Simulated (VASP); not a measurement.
# ScAl (Pm-3m) in VASP: notebook, part 2 of 2

VASP 6.6.1. Earlier steps stand in the parts before.

## Step 3: Single point, LDA

This run uses another cell than the first one, of 7.66 Å³/atom.

The input, INCAR:

```
  PREC = Accurate
  ENCUT = 520
  EDIFF = 1E-7
  ISMEAR = -1
  SIGMA = 0.05
  LREAL = False
  LASPH = True
  NELM = 100
  ALGO = Normal
  ISIF = 2
  LWAVE = False
  LCHARG = False
  NBANDS = 14
```

The input, KPOINTS:

```
Automatic mesh
0
Gamma
  11 11 11
```

The input, POSCAR:

```
ScAl
1.0
    2.4832943534      0.0000000000      0.0000000000
    0.0000000000      2.4832943534      0.0000000000
    0.0000000000      0.0000000000      2.4832943534
Sc Al
1 1
Direct
    0.5000000000      0.5000000000      0.5000000000
    0.0000000000      0.0000000000      0.0000000000
```

Potentials or basis: VASP PAW LDA potentials, release 64 (Sc_sv, Al).

Run with:

```console
$ cat potpaw_LDA.64/Sc_sv/POTCAR potpaw_LDA.64/Al/POTCAR > POTCAR
$ mpirun -np 1 vasp_std > vasp.out
```

OUTCAR:

```text
PREC = Accurate
   ENCUT = 520
   EDIFF = 1E-7
   ISMEAR = -1
   LREAL = False
   LASPH = True
   NELM = 100
   ISIF = 2

 ion  position               nearest neighbor table
   1  0.500  0.500  0.500-   2 2.15   2 2.15   2 2.15   2 2.15   2 2.15   2 2.15   2 2.15   2 2.15

   2  0.000  0.000  0.000-   1 2.15   1 2.15   1 2.15   1 2.15   1 2.15   1 2.15   1 2.15   1 2.15

  LATTYP: Found a simple cubic cell.
 ALAT       =     2.4832943534

  Lattice vectors:

 A1 = (   2.4832943534,   0.0000000000,   0.0000000000)
 A2 = (   0.0000000000,   2.4832943534,   0.0000000000)
 A3 = (   0.0000000000,   0.0000000000,   2.4832943534)

Analysis of symmetry for initial positions (statically):
=====================================================================
 Subroutine PRICEL returns:
 Original cell was already a primitive cell.

 Routine SETGRP: Setting up the symmetry group for a
 simple cubic supercell.

 Subroutine GETGRP returns: Found 48 space group operations
 (whereof 48 operations were pure point group operations)
 out of a pool of 48 trial point group operations.

The static configuration has the point symmetry O_h .

Analysis of symmetry for dynamics (positions and initial velocities):
=====================================================================
 Subroutine PRICEL returns:
 Original cell was already a primitive cell.

 Routine SETGRP: Setting up the symmetry group for a
 simple cubic supercell.

 Subroutine GETGRP returns: Found 48 space group operations
 (whereof 48 operations were pure point group operations)
 out of a pool of 48 trial point group operations.

The dynamic configuration has the point symmetry O_h .

 Subroutine INISYM returns: Found 48 space group operations
 (whereof 48 operations are pure point group operations),
 and found     1 'primitive' translations

----------------------------------------------------------------------------------------

                                     Primitive cell

  volume of cell :      15.3139

  direct lattice vectors                    reciprocal lattice vectors
     2.483294353  0.000000000  0.000000000     0.402690885  0.000000000  0.000000000
     0.000000000  2.483294353  0.000000000     0.000000000  0.402690885  0.000000000
     0.000000000  0.000000000  2.483294353     0.000000000  0.000000000  0.402690885

  length of vectors
     2.483294353  2.483294353  2.483294353     0.402690885  0.402690885  0.402690885

  position of ions in fractional coordinates (direct lattice)
     0.500000000  0.500000000  0.500000000
     0.000000000  0.000000000  0.000000000

  ion indices of the primitive-cell ions
   primitive index   ion index
                 1           1
                 2           2

----------------------------------------------------------------------------------------

 KPOINTS: Automatic mesh

Automatic generation of k-mesh.
 Grid dimensions read from file:
 generate k-points for:   11   11   11

 Generating k-lattice:

  Cartesian coordinates                     Fractional coordinates (reciprocal lattice)
     0.036608262  0.000000000  0.000000000     0.090909091  0.000000000  0.000000000
     0.000000000  0.036608262  0.000000000     0.000000000  0.090909091  0.000000000
     0.000000000  0.000000000  0.036608262     0.000000000  0.000000000  0.090909091

  Length of vectors
[... 38 lines left out ...]
   number of dos      NEDOS =    301   number of ions     NIONS =      2
   total plane-waves  NPLWV =   5832
   dimension x,y,z NGX =    18 NGY =   18 NGZ =   18
   dimension x,y,z NGXF=    36 NGYF=   36 NGZF=   36
   ions per type =               1   1
   NGX,Y,Z   is equivalent  to a cutoff of  12.05, 12.05, 12.05 a.u.
   NGXF,Y,Z  is equivalent  to a cutoff of  24.10, 24.10, 24.10 a.u.
 SYSTEM =  unknown system
   PREC   = accura    normal or accurate (medium, high low for compatibility)
   ISTART =      0    job   : 0-new  1-cont  2-samecut
   ICHARG =      2    charge: 1-file 2-atom 10-const
   ISPIN  =      1    spin polarized calculation?
   LNONCOLLINEAR =      F non collinear calculations
   LSORBIT =      F    spin-orbit coupling
   LASPH  =      T    aspherical Exc in radial PAW
   ENCUT  =  520.0 eV  38.22 Ry    6.18 a.u.   4.62  4.62  4.62*2*pi/ulx,y,z
   NELM   =    100;   NELMIN=  2; NELMDL= -5     # of ELM steps
   EDIFF  = 0.1E-06   stopping-criterion for ELM
   LREAL  =      F    real-space projection
   EDIFFG = 0.1E-05   stopping-criterion for IOM
   NSW    =      0    number of steps for IOM
   IBRION =     -1    ionic relax: 0-MD 1-quasi-New 2-CG
   NFREE  =      0    steps in history (QN), initial steepest desc. (CG)
   ISIF   =      2    stress and relaxation
   ISYM   =      2    0-nonsym 1-usesym 2-fastsym
   POTIM  = 0.5000    time-step for ionic-motion
   TEBEG  =    0.0;   TEEND  =   0.0 temperature during run
   PSTRESS=    0.0 pullay stress
   NELECT =      14.0000    total number of electrons
   NUPDOWN=      -1.0000    fix difference up-down
   EMIN   =  10.00;   EMAX   =-10.00  energy-range for DOS
   EFERMI =   0.00;   METHOD = LEGACY
   ISMEAR =    -1;   SIGMA  =   0.05  broadening in eV -4-tet -1-fermi 0-gaus
   EFERMI_NEDOS =   21; number of points for ismear=-14 and -15
   IALGO  =     38    algorithm
   IMIX   =      4    mixing-type and parameters
     AMIX     =   0.40;   BMIX     =  1.00
     AMIX_MAG =   1.60;   BMIX_MAG =  1.00
  volume/ion in A,a.u.               =       7.66        51.67
  Fermi-wavevector in a.u.,A,eV,Ry     =   1.588873  3.002535 34.348164  2.524519
  Thomas-Fermi vector in A             =   2.687810
   LORBIT       =      0    0 simple, 1 ext, 2 COOP (PROOUT), +10 PAW based schemes
   GGA     = CA    functional components
   LHFCALC =     F    Hartree Fock is set to
   AEXX    =    0.0000 exact exchange contribution
   IVDW    =     0    specifies the selected vdW correction
   LEPSILON=     F    determine dielectric tensor
   LRPA    =     F    only Hartree local field effects (RPA)
 non-spin polarized calculation
  energy-cutoff  :      520.00
  volume of cell :       15.31
 maximum number of plane-waves:       437
   NGX =  9   NGY =  9   NGZ =  9

 number of electron      13.9999995 magnetization

 Free energy of the ion-electron system (eV)
  ---------------------------------------------------
  ext. energy  EPLUGINS =         0.00000000
  ---------------------------------------------------
  free energy    TOTEN  =        -0.10245374 eV

  energy without entropy =       -0.09832294  energy(sigma->0) =       -0.10038834

 E-fermi :  15.9565     XC(G=0): -14.9147

 val. band max:       15.9276378241   @ k =   0.4545   0.0909   0.0909
 cond. band min:      16.4077050994   @ k =   0.4545   0.2727   0.0000
 fundamental gap:      0.4800672753
 Fermi energy:        15.9564537620

 k-point     1 :       0.0000    0.0000    0.0000
  band No.  band energies     occupation
      1     -31.8258      2.00000
      2      -9.6083      2.00000
      3      -9.6083      2.00000
      4      -9.6083      2.00000
      5       5.9512      2.00000
      6      11.8800      2.00000
      7      11.8800      2.00000
      8      21.6547      0.00000
      9      21.6547      0.00000
     10      21.6547      0.00000
     11      27.3096      0.00000
     12      27.3096      0.00000
     13      27.3096      0.00000
     14      31.1689      0.00000
[... 377 lines left out ...]
      1     -31.4212      2.00000
      2     -11.4593      2.00000
      3      -9.7121      2.00000
      4      -9.6648      2.00000
      5       8.6845      2.00000
      6      13.4984      2.00000
      7      13.6022      2.00000
      8      17.8621      0.00000
      9      18.4173      0.00000
     10      20.9388      0.00000
     11      25.4354      0.00000
     12      26.9441      0.00000
     13      30.2349      0.00000
     14      30.5703      0.00000

 [... further k-points ...]

------------------------ aborting loop because EDIFF is reached ----------------------------------------

  FORCE on cell =-STRESS in cart. coord.  units (eV):
  Direction    XX          YY          ZZ          XY          YZ          ZX
  --------------------------------------------------------------------------------------
  -------------------------------------------------------------------------------------
  Total       32.1945293     32.1945293     32.1945293     -0.0000000      0.0000000     -0.0000000
  in kB     3368.2790151   3368.2790151   3368.2790151     -0.0000000      0.0000000     -0.0000000
  external PRESSURE =    3368.2790151 kB  Pullay stress =       0.0000000 kB

 VOLUME and BASIS-vectors are now :
 -----------------------------------------------------------------------------
  energy-cutoff  :      520.00
  volume of cell :       15.31
      direct lattice vectors                 reciprocal lattice vectors
     2.483294353  0.000000000  0.000000000     0.402690885  0.000000000  0.000000000
     0.000000000  2.483294353  0.000000000     0.000000000  0.402690885  0.000000000
     0.000000000  0.000000000  2.483294353     0.000000000  0.000000000  0.402690885

 POSITION                                       TOTAL-FORCE (eV/Angst)
 -----------------------------------------------------------------------------------
      1.24165      1.24165      1.24165         0.000000      0.000000      0.000000
      0.00000      0.00000      0.00000         0.000000      0.000000      0.000000
 -----------------------------------------------------------------------------------
    total drift:                                0.000000     -0.000000      0.000000

  FREE ENERGIE OF THE ION-ELECTRON SYSTEM (eV)
  ---------------------------------------------------
  free  energy   TOTEN  =        -0.1024537367 eV

  energy  without entropy=       -0.0983229403  energy(sigma->0) =       -0.10038834
```

OSZICAR:

```text
N       E                     dE             d eps       ncg     rms          rms(c)
DAV:   1     0.113028551185E+03    0.11303E+03   -0.70791E+03  1752   0.118E+03
DAV:   2     0.162980348341E+01   -0.11140E+03   -0.10590E+03  1658   0.338E+02
DAV:   3    -0.663656809771E+00   -0.22935E+01   -0.22621E+01  2308   0.633E+01
DAV:   4    -0.694286647826E+00   -0.30630E-01   -0.30621E-01  1950   0.519E+00
DAV:   5    -0.695287987189E+00   -0.10013E-02   -0.10013E-02  2218   0.780E-01    0.393E+01
DAV:   6    -0.217770048153E+00    0.47752E+00   -0.47794E-01  2398   0.144E+01    0.192E+01
DAV:   7    -0.109757553850E+00    0.10801E+00   -0.54393E-02  2508   0.416E+00    0.388E+00
DAV:   8    -0.102614507959E+00    0.71430E-02   -0.15171E-02  1998   0.198E+00    0.416E-01
DAV:   9    -0.102461347438E+00    0.15316E-03   -0.52857E-04  2370   0.311E-01    0.181E-01
DAV:  10    -0.102457117653E+00    0.42298E-05   -0.26036E-05  2400   0.435E-02    0.400E-02
DAV:  11    -0.102453728019E+00    0.33896E-05   -0.55321E-06  1852   0.382E-02    0.154E-02
DAV:  12    -0.102453736728E+00   -0.87098E-08   -0.12201E-07  1288   0.447E-03
   1 F= -.10245374E+00 E0= -.10038834E+00  d E =-.413080E-02
```

It took 9.6 s on 1 thread of Intel Xeon 8259CL, shared host; peak memory 0.12 GiB.

Results:

- Free energy: -0.1025 eV
- Pressure: 336.8 GPa
- Band gap on the k mesh: zero (bands 7 and 8 overlap by 1.46 eV)

Caveat: the cell stands under pressure.

## Step 4: Single point, LDA (7.66 Å³/atom)

This run uses another cell than the first one, of 7.66 Å³/atom.

The input, INCAR:

```
SYSTEM = ScAl
  ALGO = Normal
  EDIFF = 1E-7
  ENCUT = 520
  GGA = CA
  ISIF = 2
  ISMEAR = -1
  LASPH = .True.
  LCHARG = .False.
  LREAL = .False.
  LWAVE = .False.
  NBANDS = 14
  NELM = 60
  PREC = Accurate
  SIGMA = 0.05
```

The input, KPOINTS:

```
k-points
0
Gamma
  11 11 11
  0 0 0
```

POSCAR is that of step 3.

Run with:

```console
$ cat potpaw_LDA.64/Sc_sv/POTCAR potpaw_LDA.64/Al/POTCAR > POTCAR
$ mpirun -np 1 vasp_std > vasp.out
```

Run time: 8.6 s. Hardware: 1 thread of Intel Xeon 8259CL, shared host; peak memory 0.12 GiB.

It converged, with:

```
Free energy            : -0.1025 eV
Pressure               : 336.8 GPa
Band gap on the k mesh : zero (bands 7 and 8 overlap by 1.46 eV)
```

Levels at points of the mesh, in eV from the Fermi level:
```
           k point  band 5  band 6  band 7  band 8  band 9  band 10
(0.00, 0.00, 0.00)  -10.01   -4.08   -4.08    5.70    5.70     5.70
```

Caveat: the cell stands under pressure.
